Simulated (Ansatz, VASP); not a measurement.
## One calculation of Al2O3, two programs

```
CELL_PARAMETERS angstrom
4.33520 0.00000 0.00000
0.00000 8.92725 0.00000
0.00000 0.00000 3.26777
ATOMIC_POSITIONS crystal
Al 0.43174 0.32956 0.50000
Al 0.56826 0.67044 0.50000
Al 0.93174 0.17044 0.00000
Al 0.06826 0.82956 0.00000
O 0.75455 0.22696 0.50000
O 0.00000 0.00000 0.00000
O 0.74545 0.72696 0.00000
O 0.25455 0.27304 0.00000
O 0.24545 0.77304 0.50000
O 0.50000 0.50000 0.50000
```

Change from the starting cell: strain -0.080 along x and y, +0.080 along z, atoms carried along.

Alike in both runs: task single point; functional PBE; k mesh 6 × 4 × 8; occupations gaussian, width 0.05 eV; no spin polarisation.

|  | VASP | Ansatz |
| --- | --- | --- |
| version | VASP 6.6.1 | Ansatz 0.2.0 |
| potentials or method | VASP PAW PBE potentials, release 64 (Al, O), cutoff 520 eV | scalar-relativistic, plane waves, PAW |
| valence electrons in the cell | 48 | 48 |

Ansatz gave:

```
gap on the k mesh at the Fermi level (eV)                     : 4.02
least direct gap on the mesh (eV)                             : 4.02
pressure (GPa)                                                : 21.0
traceless stress, the component that is largest in VASP (GPa) : 34.47
rms of the force components (eV/Å)                            : 2.049
```

Estimate VASP's values.

gap on the k mesh at the Fermi level (eV): 4.01; least direct gap on the mesh (eV): 4.01; pressure (GPa): 21.3; traceless stress, the component that is largest in VASP (GPa): 35.15; rms of the force components (eV/Å): 2.089.

Atom by atom the forces differ by 0.040 eV/Å (rms over components). The functional is the same, so the differences come from potentials, cutoffs and numerics.
